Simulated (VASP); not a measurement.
# In (P6_3/mmc) in VASP: notebook, part 2 of 2

VASP 6.6.1. The steps go on from the part before.

## Step 3: Single point, r2SCAN

This run uses another cell than the first one, of 27.87 Å³/atom.

The input, POSCAR:

```
In
1.0
    3.3901748022      0.0000000000      0.0000000000
   -1.6950868929      2.9359777622      0.0000000000
    0.0000000000      0.0000000000      5.5994728744
In
2
Direct
    0.3333333333      0.6666666667      0.2500000000
    0.6666666667      0.3333333333      0.7500000000
```

The input, INCAR.step1:

```
SYSTEM = In
  PREC = Accurate
  ENCUT = 520
  ISMEAR = -1
  SIGMA = 0.1
  LREAL = .FALSE.
  LASPH = .TRUE.
  NELM = 80
  NBANDS = 20
  GGA = PE
  ALGO = Normal
  EDIFF = 1E-4
  LWAVE = .TRUE.
  LCHARG = .FALSE.
```

The input, INCAR.step2:

```
SYSTEM = In
  PREC = Accurate
  ENCUT = 520
  EDIFF = 1E-6
  ISMEAR = -1
  SIGMA = 0.1
  LREAL = .FALSE.
  LASPH = .TRUE.
  NELM = 80
  ALGO = Normal
  ISIF = 2
  LWAVE = .FALSE.
  LCHARG = .FALSE.
  METAGGA = R2SCAN
  LMIXTAU = .TRUE.
  NBANDS = 20
  ISTART = 1
```

The input, KPOINTS:

```
Automatic mesh
0
G
  8 8 4
  0 0 0
```

Potentials or basis: VASP PAW PBE potentials, release 64 (In_d).

Command:

```console
cat potpaw_PBE.64/In_d/POTCAR > POTCAR
cp INCAR.step1 INCAR
mpirun -np 1 vasp_std > vasp.out
cp INCAR.step2 INCAR
mpirun -np 1 vasp_std > vasp.out
```

OUTCAR:

```text
SYSTEM = In
   PREC = Accurate
   ENCUT = 520
   EDIFF = 1E-6
   ISMEAR = -1
   LREAL = .FALSE.
   LASPH = .TRUE.
   NELM = 80
   ISIF = 2
   METAGGA = R2SCAN
   ISTART = 1

 ion  position               nearest neighbor table
   1  0.333  0.667  0.250-   2 3.42   2 3.42   2 3.42   2 3.42   2 3.42   2 3.42
   2  0.667  0.333  0.750-   1 3.42   1 3.42   1 3.42   1 3.42   1 3.42   1 3.42

  LATTYP: Found a hexagonal cell.
 ALAT       =     3.3901748022
 C/A-ratio  =     1.6516767427

  Lattice vectors:

 A1 = (   3.3901748022,   0.0000000000,   0.0000000000)
 A2 = (  -1.6950868929,   2.9359777622,   0.0000000000)
 A3 = (   0.0000000000,   0.0000000000,   5.5994728744)

Analysis of symmetry for initial positions (statically):
=====================================================================
 Subroutine PRICEL returns:
 Original cell was already a primitive cell.

 Routine SETGRP: Setting up the symmetry group for a
 hexagonal supercell.

 Subroutine GETGRP returns: Found 24 space group operations
 (whereof 12 operations were pure point group operations)
 out of a pool of 24 trial point group operations.

The static configuration has the point symmetry D_3d.
 The point group associated with its full space group is D_6h.

Analysis of symmetry for dynamics (positions and initial velocities):
=====================================================================
 Subroutine PRICEL returns:
 Original cell was already a primitive cell.

 Routine SETGRP: Setting up the symmetry group for a
 hexagonal supercell.

 Subroutine GETGRP returns: Found 24 space group operations
 (whereof 12 operations were pure point group operations)
 out of a pool of 24 trial point group operations.

The dynamic configuration has the point symmetry D_3d.
 The point group associated with its full space group is D_6h.

 Subroutine INISYM returns: Found 24 space group operations
 (whereof 12 operations are pure point group operations),
 and found     1 'primitive' translations

----------------------------------------------------------------------------------------

                                     Primitive cell

  volume of cell :      55.7342

  direct lattice vectors                    reciprocal lattice vectors
     3.390174802  0.000000000  0.000000000     0.294970041  0.170300966  0.000000000
    -1.695086893  2.935977762  0.000000000     0.000000000  0.340602035  0.000000000
     0.000000000  0.000000000  5.599472874     0.000000000  0.000000000  0.178588239

  length of vectors
     3.390174802  3.390174773  5.599472874     0.340602032  0.340602035  0.178588239

  position of ions in fractional coordinates (direct lattice)
     0.333333333  0.666666667  0.250000000
     0.666666667  0.333333333  0.750000000

  ion indices of the primitive-cell ions
   primitive index   ion index
                 1           1
                 2           2

----------------------------------------------------------------------------------------

 KPOINTS: Automatic mesh

Automatic generation of k-mesh.
 Grid dimensions read from file:
 generate k-points for:    8    8    4

 Generating k-lattice:

  Cartesian coordinates                     Fractional coordinates (reciprocal lattice)
     0.036871255  0.021287621  0.000000000     0.125000000  0.000000000  0.000000000
     0.000000000  0.042575254  0.000000000     0.000000000  0.125000000  0.000000000
     0.000000000  0.000000000  0.044647060     0.000000000  0.000000000  0.250000000

  Length of vectors
     0.042575254  0.042575254  0.044647060

  Shift w.r.t. Gamma in fractional coordinates (k-lattice)
     0.000000000  0.000000000  0.000000000

 Subroutine IBZKPT returns following result:
 ===========================================

 Found     30 irreducible k-points:

 Following reciprocal coordinates:
            Coordinates               Weight
  0.000000  0.000000  0.000000      1.000000
  0.125000 -0.000000  0.000000      6.000000
  0.250000 -0.000000  0.000000      6.000000
  0.375000 -0.000000  0.000000      6.000000
  0.500000 -0.000000  0.000000      3.000000
  0.125000  0.125000  0.000000      6.000000
[... 16 lines left out ...]
  0.250000 -0.000000  0.500000      6.000000
  0.375000 -0.000000  0.500000      6.000000
 [... further k-points ...]
   k-points           NKPTS =     30   k-points in BZ     NKDIM =     30   number of bands    NBANDS=     20
   number of dos      NEDOS =    301   number of ions     NIONS =      2
   total plane-waves  NPLWV =  32928
   dimension x,y,z NGX =    28 NGY =   28 NGZ =   42
   dimension x,y,z NGXF=    56 NGYF=   56 NGZF=   84
   ions per type =               2
   NGX,Y,Z   is equivalent  to a cutoff of  13.73, 13.73, 12.47 a.u.
   NGXF,Y,Z  is equivalent  to a cutoff of  27.46, 27.46, 24.94 a.u.
 SYSTEM =  In
   PREC   = accura    normal or accurate (medium, high low for compatibility)
   ISTART =      1    job   : 0-new  1-cont  2-samecut
   ICHARG =      0    charge: 1-file 2-atom 10-const
   ISPIN  =      1    spin polarized calculation?
   LNONCOLLINEAR =      F non collinear calculations
   LSORBIT =      F    spin-orbit coupling
   LASPH  =      T    aspherical Exc in radial PAW
   ENCUT  =  520.0 eV  38.22 Ry    6.18 a.u.   6.30  6.30 10.41*2*pi/ulx,y,z
   NELM   =     80;   NELMIN=  2; NELMDL=  0     # of ELM steps
   EDIFF  = 0.1E-05   stopping-criterion for ELM
   LREAL  =      F    real-space projection
   EDIFFG = 0.1E-04   stopping-criterion for IOM
   NSW    =      0    number of steps for IOM
   IBRION =     -1    ionic relax: 0-MD 1-quasi-New 2-CG
   NFREE  =      0    steps in history (QN), initial steepest desc. (CG)
   ISIF   =      2    stress and relaxation
   ISYM   =      2    0-nonsym 1-usesym 2-fastsym
   POTIM  = 0.5000    time-step for ionic-motion
   TEBEG  =    0.0;   TEEND  =   0.0 temperature during run
   PSTRESS=    0.0 pullay stress
   NELECT =      26.0000    total number of electrons
   NUPDOWN=      -1.0000    fix difference up-down
   EMIN   =  10.00;   EMAX   =-10.00  energy-range for DOS
   EFERMI =   0.00;   METHOD = LEGACY
   ISMEAR =    -1;   SIGMA  =   0.10  broadening in eV -4-tet -1-fermi 0-gaus
   EFERMI_NEDOS =   21; number of points for ismear=-14 and -15
   IALGO  =     38    algorithm
   IMIX   =      4    mixing-type and parameters
     AMIX     =   0.40;   BMIX     =  1.00
     AMIX_MAG =   1.60;   BMIX_MAG =  1.00
  volume/ion in A,a.u.               =      27.87       188.06
  Fermi-wavevector in a.u.,A,eV,Ry     =   1.269673  2.399334 21.933544  1.612070
  Thomas-Fermi vector in A             =   2.402702
   LORBIT       =      0    0 simple, 1 ext, 2 COOP (PROOUT), +10 PAW based schemes
   METAGGA = R2SCAN    functional components
   LHFCALC =     F    Hartree Fock is set to
   AEXX    =    0.0000 exact exchange contribution
   IVDW    =     0    specifies the selected vdW correction
   LEPSILON=     F    determine dielectric tensor
   LRPA    =     F    only Hartree local field effects (RPA)
 non-spin polarized calculation
  energy-cutoff  :      520.00
  volume of cell :       55.73
 maximum number of plane-waves:      1521
 NGX is ok and might be reduce to    28
   NGX = 13   NGY = 13   NGZ = 21

 number of electron      26.0000009 magnetization

 Free energy of the ion-electron system (eV)
  ---------------------------------------------------
  ext. energy  EPLUGINS =         0.00000000
  ---------------------------------------------------
  free energy    TOTEN  =       -45.04030582 eV

  energy without entropy =      -44.99060450  energy(sigma->0) =      -45.01545516

 E-fermi :   6.8388     XC(G=0): -10.7434

 val. band max:        6.8304336547   @ k =   0.5000  -0.0000   0.0000
 cond. band min:       6.8606656712   @ k =   0.2500   0.2500   0.5000
 fundamental gap:      0.0302320165
 Fermi energy:         6.8388195983

 k-point     1 :       0.0000    0.0000    0.0000
  band No.  band energies     occupation
      1      -8.4418      2.00000
      2      -8.3945      2.00000
      3      -8.3511      2.00000
      4      -8.3511      2.00000
      5      -8.3270      2.00000
      6      -8.3270      2.00000
[... 12 lines left out ...]
     19      18.2324      0.00000
     20      18.4623      0.00000
[... 507 lines left out ...]
 k-point    24 :       0.3750   -0.0000    0.5000
  band No.  band energies     occupation
      1      -8.4696      2.00000
      2      -8.4696      2.00000
      3      -8.4084      2.00000
      4      -8.4084      2.00000
      5      -8.2338      2.00000
      6      -8.2338      2.00000
[... 12 lines left out ...]
     19      15.6539      0.00000
     20      15.6539      0.00000

 [... further k-points ...]

------------------------ aborting loop because EDIFF is reached ----------------------------------------

  FORCE on cell =-STRESS in cart. coord.  units (eV):
  Direction    XX          YY          ZZ          XY          YZ          ZX
  --------------------------------------------------------------------------------------
  -------------------------------------------------------------------------------------
  Total       -0.8313657     -0.8313658     -0.2584366     -0.0000001      0.0000000      0.0000000
  in kB      -23.8990521    -23.8990563     -7.4292108     -0.0000041      0.0000000      0.0000000
  external PRESSURE =     -18.4091064 kB  Pullay stress =       0.0000000 kB

 VOLUME and BASIS-vectors are now :
 -----------------------------------------------------------------------------
  energy-cutoff  :      520.00
  volume of cell :       55.73
      direct lattice vectors                 reciprocal lattice vectors
     3.390174802  0.000000000  0.000000000     0.294970041  0.170300966  0.000000000
    -1.695086893  2.935977762  0.000000000     0.000000000  0.340602035  0.000000000
     0.000000000  0.000000000  5.599472874     0.000000000  0.000000000  0.178588239

 POSITION                                       TOTAL-FORCE (eV/Angst)
 -----------------------------------------------------------------------------------
      0.00000      1.95732      1.39987         0.000000     -0.000000      0.000000
      1.69509      0.97866      4.19960        -0.000000      0.000000      0.000000
 -----------------------------------------------------------------------------------
    total drift:                               -0.000000      0.000000     -0.000000

  FREE ENERGIE OF THE ION-ELECTRON SYSTEM (eV)
  ---------------------------------------------------
  free  energy   TOTEN  =       -45.0403058206 eV

  energy  without entropy=      -44.9906045022  energy(sigma->0) =      -45.01545516
```

It took 57 s on 1 thread of Intel Xeon 6975P-C (Granite Rapids), shared host; peak memory 0.19 GiB.

Results:

```yaml
Free_energy: -45.0403 eV
Pressure: -1.8 GPa
Band_gap_on_the_k_mesh: zero (bands 13 and 14 overlap by 6.23 eV)
```

Stress tensor (GPa, compression positive):
```
-2.39  0.00  0.00
 0.00 -2.39  0.00
 0.00  0.00 -0.74
```

Caveat: the PAW data sets were made with another functional, which shifts forces and pressure a little; spin-orbit coupling is left out, which moves the levels of the heavy elements.
